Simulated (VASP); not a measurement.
# TiSi (Cmmm) in VASP: a series of runs

The runs below take TiSi through single point, with PBEsol.

All numbers are computed with VASP 6.6.1; they aren't measurements. Logs are shortened: lines on timing, memory, paths and dates and some standing lists are left out, and cuts for length are marked.

### 1 The cell of the first run

It takes space group Cmmm (No. 65, orthorhombic). The conventional cell has a = 3.741 Å, b = 4.362 Å, c = 3.804 Å, α = 90.00°, β = 90.00°, γ = 90.00°. Within 3.5 Å of Ti (site symmetry mmm) lie 8 Si at 2.67 to 2.89 Å and 4 Ti at 2.87 Å. Within 3.5 Å of Si (site symmetry mmm) lie 8 Ti at 2.67 to 2.89 Å and 4 Si at 2.87 Å.

### 2 Single point, PBEsol (strain +0.030 along x and y, +0.000 along z)

INCAR

```
ALGO     = Normal         # electronic algorithm
EDIFF    = 1E-7           # SCF threshold, eV
ENCUT    = 520            # plane-wave cutoff, eV
GGA      = PS             # functional
ISIF     = 2              # what is computed and relaxed
ISMEAR   = 0              # smearing method
LASPH    = T              # aspherical terms in the spheres
LCHARG   = F              # write CHGCAR
LREAL    = F              # projectors in reciprocal space
LWAVE    = F              # write WAVECAR
NBANDS   = 15             # bands
NELM     = 100            # most SCF steps
PREC     = Accurate       # precision mode
SIGMA    = 0.15           # smearing width, eV
```

KPOINTS

```
k-points
0
Gamma
  18 18 12
```

POSCAR

```
TiSi
1.0
    1.8706633400     -2.1811527200      0.0000000000
    1.8706633400      2.1811527200      0.0000000000
    0.0000000000      0.0000000000      3.8039340000
Ti Si
1 1
Direct
    0.5000000000      0.5000000000      0.0000000000
    0.0000000000      0.0000000000      0.5000000000
```

Potentials or basis: VASP PAW PBE potentials, release 64 (Ti_sv, Si).

Launch:

```bash
> cat potpaw_PBE.64/Ti_sv/POTCAR potpaw_PBE.64/Si/POTCAR > POTCAR
> mpirun -np 1 vasp_std > vasp.out
```

OUTCAR:

```text
EDIFF = 1E-7
   ENCUT = 520
   GGA = PS
   ISIF = 2
   ISMEAR = 0
   LASPH = T
   LREAL = F
   NELM = 100
   PREC = Accurate

 ion  position               nearest neighbor table
   1  0.500  0.500  0.000-   2 2.67   2 2.67   2 2.67   2 2.67   2 2.89   2 2.89   2 2.89   2 2.89

   2  0.000  0.000  0.500-   1 2.67   1 2.67   1 2.67   1 2.67   1 2.89   1 2.89   1 2.89   1 2.89

  LATTYP: Found a base centered orthorhombic cell.
 ALAT       =     3.7413266800
 B/A-ratio  =     1.1659782246
 C/A-ratio  =     1.0167339891

  Lattice vectors:

 A1 = (   1.8706633400,  -2.1811527200,   0.0000000000)
 A2 = (   1.8706633400,   2.1811527200,   0.0000000000)
 A3 = (   0.0000000000,   0.0000000000,   3.8039340000)

Analysis of symmetry for initial positions (statically):
=====================================================================
 Subroutine PRICEL returns:
 Original cell was already a primitive cell.

 Routine SETGRP: Setting up the symmetry group for a
 base centered orthorhombic supercell.

 Subroutine GETGRP returns: Found  8 space group operations
 (whereof  8 operations were pure point group operations)
 out of a pool of  8 trial point group operations.

The static configuration has the point symmetry D_2h.

Analysis of symmetry for dynamics (positions and initial velocities):
=====================================================================
 Subroutine PRICEL returns:
 Original cell was already a primitive cell.

 Routine SETGRP: Setting up the symmetry group for a
 base centered orthorhombic supercell.

 Subroutine GETGRP returns: Found  8 space group operations
 (whereof  8 operations were pure point group operations)
 out of a pool of  8 trial point group operations.

The dynamic configuration has the point symmetry D_2h.

 Subroutine INISYM returns: Found  8 space group operations
 (whereof  8 operations are pure point group operations),
 and found     1 'primitive' translations

----------------------------------------------------------------------------------------

                                     Primitive cell

  volume of cell :      31.0416

  direct lattice vectors                    reciprocal lattice vectors
     1.870663340 -2.181152720  0.000000000     0.267284866 -0.229236585  0.000000000
     1.870663340  2.181152720  0.000000000     0.267284866  0.229236585  0.000000000
     0.000000000  0.000000000  3.803934000     0.000000000  0.000000000  0.262885739

  length of vectors
     2.873466290  2.873466290  3.803934000     0.352123006  0.352123006  0.262885739

  position of ions in fractional coordinates (direct lattice)
     0.500000000  0.500000000  0.000000000
     0.000000000  0.000000000  0.500000000

  ion indices of the primitive-cell ions
   primitive index   ion index
                 1           1
                 2           2

----------------------------------------------------------------------------------------

 KPOINTS: k-points

Automatic generation of k-mesh.
 Grid dimensions read from file:
 generate k-points for:   18   18   12

 Generating k-lattice:

  Cartesian coordinates                     Fractional coordinates (reciprocal lattice)
     0.014849159 -0.012735366  0.000000000     0.055555556  0.000000000  0.000000000
     0.014849159  0.012735366  0.000000000     0.000000000  0.055555556  0.000000000
     0.000000000  0.000000000  0.021907145     0.000000000  0.000000000  0.083333333

  Length of vectors
     0.019562389  0.019562389  0.021907145

  Shift w.r.t. Gamma in fractional coordinates (k-lattice)
     0.000000000  0.000000000  0.000000000

 Subroutine IBZKPT returns following result:
 ===========================================

 Found    637 irreducible k-points:

 Following reciprocal coordinates:
            Coordinates               Weight
  0.000000  0.000000  0.000000      1.000000
  0.055556 -0.000000  0.000000      4.000000
  0.111111 -0.000000  0.000000      4.000000
  0.166667  0.000000  0.000000      4.000000
  0.222222  0.000000  0.000000      4.000000
  0.277778 -0.000000  0.000000      4.000000
[... 16 lines left out ...]
 -0.277778  0.055556  0.000000      4.000000
 -0.222222  0.055556  0.000000      4.000000
 [... further k-points ...]
   k-points           NKPTS =    637   k-points in BZ     NKDIM =    637   number of bands    NBANDS=     15
   number of dos      NEDOS =    301   number of ions     NIONS =      2
   total plane-waves  NPLWV =  16128
   dimension x,y,z NGX =    24 NGY =   24 NGZ =   28
   dimension x,y,z NGXF=    48 NGYF=   48 NGZF=   56
   ions per type =               1   1
   NGX,Y,Z   is equivalent  to a cutoff of  13.89, 13.89, 12.24 a.u.
   NGXF,Y,Z  is equivalent  to a cutoff of  27.77, 27.77, 24.47 a.u.
 SYSTEM =  unknown system
   PREC   = accura    normal or accurate (medium, high low for compatibility)
   ISTART =      0    job   : 0-new  1-cont  2-samecut
   ICHARG =      2    charge: 1-file 2-atom 10-const
   ISPIN  =      1    spin polarized calculation?
   LNONCOLLINEAR =      F non collinear calculations
   LSORBIT =      F    spin-orbit coupling
   LASPH  =      T    aspherical Exc in radial PAW
   ENCUT  =  520.0 eV  38.22 Ry    6.18 a.u.   5.34  5.34  7.07*2*pi/ulx,y,z
   NELM   =    100;   NELMIN=  2; NELMDL= -5     # of ELM steps
   EDIFF  = 0.1E-06   stopping-criterion for ELM
   LREAL  =      F    real-space projection
   EDIFFG = 0.1E-05   stopping-criterion for IOM
   NSW    =      0    number of steps for IOM
   IBRION =     -1    ionic relax: 0-MD 1-quasi-New 2-CG
   NFREE  =      0    steps in history (QN), initial steepest desc. (CG)
   ISIF   =      2    stress and relaxation
   ISYM   =      2    0-nonsym 1-usesym 2-fastsym
   POTIM  = 0.5000    time-step for ionic-motion
   TEBEG  =    0.0;   TEEND  =   0.0 temperature during run
   PSTRESS=    0.0 pullay stress
   NELECT =      16.0000    total number of electrons
   NUPDOWN=      -1.0000    fix difference up-down
   EMIN   =  10.00;   EMAX   =-10.00  energy-range for DOS
   EFERMI =   0.00;   METHOD = LEGACY
   ISMEAR =     0;   SIGMA  =   0.15  broadening in eV -4-tet -1-fermi 0-gaus
   EFERMI_NEDOS =   21; number of points for ismear=-14 and -15
   IALGO  =     38    algorithm
   IMIX   =      4    mixing-type and parameters
     AMIX     =   0.40;   BMIX     =  1.00
     AMIX_MAG =   1.60;   BMIX_MAG =  1.00
  volume/ion in A,a.u.               =      15.52       104.74
  Fermi-wavevector in a.u.,A,eV,Ry     =   1.312603  2.480459 23.441826  1.722926
  Thomas-Fermi vector in A             =   2.442983
   LORBIT       =      0    0 simple, 1 ext, 2 COOP (PROOUT), +10 PAW based schemes
   GGA     = PS    functional components
   LHFCALC =     F    Hartree Fock is set to
   AEXX    =    0.0000 exact exchange contribution
   IVDW    =     0    specifies the selected vdW correction
   LEPSILON=     F    determine dielectric tensor
   LRPA    =     F    only Hartree local field effects (RPA)
 non-spin polarized calculation
 Gauss-broadening in eV      SIGMA  =   0.15
  energy-cutoff  :      520.00
  volume of cell :       31.04
 maximum number of plane-waves:       851
 NGX is ok and might be reduce to    24
   NGX = 11   NGY = 11   NGZ = 15

 number of electron      16.0000003 magnetization

 Free energy of the ion-electron system (eV)
  ---------------------------------------------------
  ext. energy  EPLUGINS =         0.00000000
  ---------------------------------------------------
  free energy    TOTEN  =       -15.23192852 eV

  energy without entropy =      -15.21776521  energy(sigma->0) =      -15.22484687

 E-fermi :   9.2880     XC(G=0): -11.5654

 val. band max:        9.2879797461   @ k =   0.3889   0.2222   0.4167
 cond. band min:       9.2887596065   @ k =   0.3333   0.2222   0.4167
 fundamental gap:      0.0007798604
 Fermi energy:         9.2880181218

 k-point     1 :       0.0000    0.0000    0.0000
  band No.  band energies     occupation
      1     -47.3013      2.00000
      2     -23.7864      2.00000
      3     -23.4476      2.00000
      4     -23.3590      2.00000
      5      -1.9889      2.00000
      6       7.1346      2.00000
      7       7.9656      2.00000
      8       8.2685      2.00000
      9      10.7984      0.00000
     10      11.4185      0.00000
     11      11.8841      0.00000
     12      13.8962      0.00000
     13      14.6758      0.00000
     14      15.4462      0.00000
     15      17.6524      0.00000

 k-point     2 :       0.0556   -0.0000    0.0000
  band No.  band energies     occupation
      1     -47.2998      2.00000
      2     -23.7848      2.00000
      3     -23.4537      2.00000
      4     -23.3652      2.00000
      5      -1.9308      2.00000
      6       7.1783      2.00000
      7       7.9162      2.00000
      8       8.2639      2.00000
      9      10.8622      0.00000
     10      11.4333      0.00000
     11      11.8091      0.00000
     12      13.5938      0.00000
     13      14.5701      0.00000
     14      15.4833      0.00000
     15      17.9983      0.00000

 k-point     3 :       0.1111   -0.0000    0.0000
  band No.  band energies     occupation
      1     -47.2954      2.00000
      2     -23.7802      2.00000
      3     -23.4771      2.00000
      4     -23.3770      2.00000
      5      -1.7574      2.00000
      6       7.2978      2.00000
      7       7.7826      2.00000
      8       8.2212      2.00000
      9      11.0224      0.00000
     10      11.4974      0.00000
     11      11.6208      0.00000
     12      12.7713      0.00000
     13      14.6764      0.00000
     14      15.5101      0.00000
     15      18.5511      0.00000
[... 343 lines left out ...]
 k-point    23 :      -0.2778    0.0556    0.0000
  band No.  band energies     occupation
      1     -47.2708      2.00000
      2     -23.7547      2.00000
      3     -23.6544      2.00000
      4     -23.3934      2.00000
      5      -0.6126      2.00000
      6       6.7141      2.00000
      7       7.2887      2.00000
      8       8.1988      2.00000
      9      10.7058      0.00000
     10      11.1074      0.00000
     11      11.6078      0.00000
     12      12.5577      0.00000
     13      15.2936      0.00000
     14      16.0041      0.00000
     15      19.1750      0.00000

 k-point    24 :      -0.2222    0.0556    0.0000
  band No.  band energies     occupation
      1     -47.2795      2.00000
      2     -23.7637      2.00000
      3     -23.5833      2.00000
      4     -23.3962      2.00000
      5      -1.0920      2.00000
      6       7.3845      2.00000
      7       7.4919      2.00000
      8       8.0603      2.00000
      9      10.8976      0.00000
     10      10.9788      0.00000
     11      11.6308      0.00000
     12      12.1825      0.00000
     13      15.3874      0.00000
     14      15.5343      0.00000
     15      19.1729      0.00000

 [... further k-points ...]

------------------------ aborting loop because EDIFF is reached ----------------------------------------

  FORCE on cell =-STRESS in cart. coord.  units (eV):
  Direction    XX          YY          ZZ          XY          YZ          ZX
  --------------------------------------------------------------------------------------
  -------------------------------------------------------------------------------------
  Total       -2.3239146     -1.9741860     -1.7759158      0.0000000      0.0000000      0.0000000
  in kB     -119.9460800   -101.8952554    -91.6617749      0.0000000      0.0000000      0.0000000
  external PRESSURE =    -104.5010368 kB  Pullay stress =       0.0000000 kB

 VOLUME and BASIS-vectors are now :
 -----------------------------------------------------------------------------
  energy-cutoff  :      520.00
  volume of cell :       31.04
      direct lattice vectors                 reciprocal lattice vectors
     1.870663340 -2.181152720  0.000000000     0.267284866 -0.229236585  0.000000000
     1.870663340  2.181152720  0.000000000     0.267284866  0.229236585  0.000000000
     0.000000000  0.000000000  3.803934000     0.000000000  0.000000000  0.262885739

 POSITION                                       TOTAL-FORCE (eV/Angst)
 -----------------------------------------------------------------------------------
      1.87066      0.00000      0.00000        -0.000000     -0.000000      0.000000
      0.00000      0.00000      1.90197         0.000000      0.000000      0.000000
 -----------------------------------------------------------------------------------
    total drift:                               -0.000000     -0.000000     -0.000000

  FREE ENERGIE OF THE ION-ELECTRON SYSTEM (eV)
  ---------------------------------------------------
  free  energy   TOTEN  =       -15.2319285203 eV

  energy  without entropy=      -15.2177652101  energy(sigma->0) =      -15.22484687
```

It took 2.7 min on 1 thread of Intel Xeon 6975P-C, shared host; peak memory 0.39 GiB.

What came out:

| Item | Value |
| --- | --- |
| Free energy | -15.2319 eV |
| Pressure | -10.5 GPa |
| Band gap on the k mesh | zero (band 8 reaches 9.89 eV, above the bottom of band 9 at 8.54 eV) |

Stress tensor (GPa, compression positive):
```
-11.99   0.00   0.00
  0.00 -10.19   0.00
  0.00   0.00  -9.17
```

Levels at points of the mesh, in eV from the Fermi level:
| k point | band 5 | band 6 | band 7 | band 8 | band 9 | band 10 | band 11 | band 12 |
| --- | --- | --- | --- | --- | --- | --- | --- | --- |
| (0.00, 0.00, 0.00) | -11.28 | -2.15 | -1.32 | -1.02 | 1.51 | 2.13 | 2.60 | 4.61 |
| (0.50, 0.00, 0.00) | -7.55 | -6.01 | -2.52 | -0.75 | 1.43 | 2.12 | 3.90 | 4.81 |
| (0.50, 0.50, 0.00) | -5.81 | -3.60 | -1.54 | -1.17 | -0.64 | -0.21 | 2.61 | 3.10 |
| (0.00, 0.00, 0.50) | -9.92 | -6.23 | -0.71 | 0.40 | 0.77 | 1.46 | 2.68 | 6.88 |
| (0.50, 0.00, 0.50) | -7.67 | -4.46 | -2.62 | -1.63 | 1.44 | 1.62 | 1.65 | 3.15 |
| (0.50, 0.50, 0.50) | -4.55 | -3.61 | -3.38 | -3.24 | 2.06 | 2.38 | 2.70 | 3.77 |

Caveat: the cell differs from its parent crystal (strain +0.030 along x and y, +0.000 along z); the PAW data sets were made with another functional, which shifts forces and pressure a little.

### 3 Single point, PBEsol (strain +0.015 along x and y, +0.030 along z)

INCAR

```
ALGO = Normal
EDIFF = 1E-6
ENCUT = 520
GGA = PS
ISIF = 2
ISMEAR = 0
LASPH = True
LCHARG = True
LELF = True
LREAL = False
LVHAR = True
LWAVE = False
NBANDS = 15
NELM = 100
PREC = Accurate
SIGMA = 0.15
```

KPOINTS is that of step 2.

POSCAR

```
TiSi
1.0
    1.8434206700     -2.1493883600      0.0000000000
    1.8434206700      2.1493883600      0.0000000000
    0.0000000000      0.0000000000      3.9180520200
Ti Si
1 1
Direct
    0.5000000000      0.5000000000      0.0000000000
    0.0000000000      0.0000000000      0.5000000000
```

Potentials or basis: VASP PAW PBE potentials, release 64 (Ti_sv, Si).

Launch:

```bash
> cat potpaw_PBE.64/Ti_sv/POTCAR potpaw_PBE.64/Si/POTCAR > POTCAR
> mpirun -np 1 vasp_std > vasp.out
```

Wall time 2.8 min (1 thread of Intel Xeon 6975P-C, shared host); peak memory 0.4 GiB.

It converged, with:

```
Free energy            : -15.2302 eV
Pressure               : -11.2 GPa
Band gap on the k mesh : zero (band 8 reaches 9.95 eV, above the bottom of band 9 at 8.53 eV)
```

Stress tensor (GPa, compression positive):
```
-10.83   0.00   0.00
  0.00  -9.87   0.00
  0.00   0.00 -12.87
```

Levels at points of the mesh, in eV from the Fermi level:
| k point | band 6 | band 7 | band 8 | band 9 | band 10 | band 11 |
| --- | --- | --- | --- | --- | --- | --- |
| (0.00, 0.00, 0.00) | -2.31 | -1.81 | -1.02 | 1.58 | 2.18 | 2.73 |
| (0.50, 0.00, 0.00) | -6.05 | -2.75 | -0.78 | 1.58 | 2.18 | 3.95 |
| (0.50, 0.50, 0.00) | -3.58 | -1.44 | -1.13 | -0.80 | -0.27 | 2.41 |
| (0.00, 0.00, 0.50) | -6.31 | -0.77 | 0.43 | 0.64 | 1.62 | 2.80 |
| (0.50, 0.00, 0.50) | -4.65 | -2.55 | -1.66 | 1.22 | 1.72 | 1.77 |
| (0.50, 0.50, 0.50) | -3.55 | -3.28 | -3.12 | 1.92 | 2.46 | 2.64 |

Caveat: the cell differs from its parent crystal (strain +0.015 along x and y, +0.030 along z); the PAW data sets were made with another functional, which shifts forces and pressure a little.

[end of part 1 of 2]
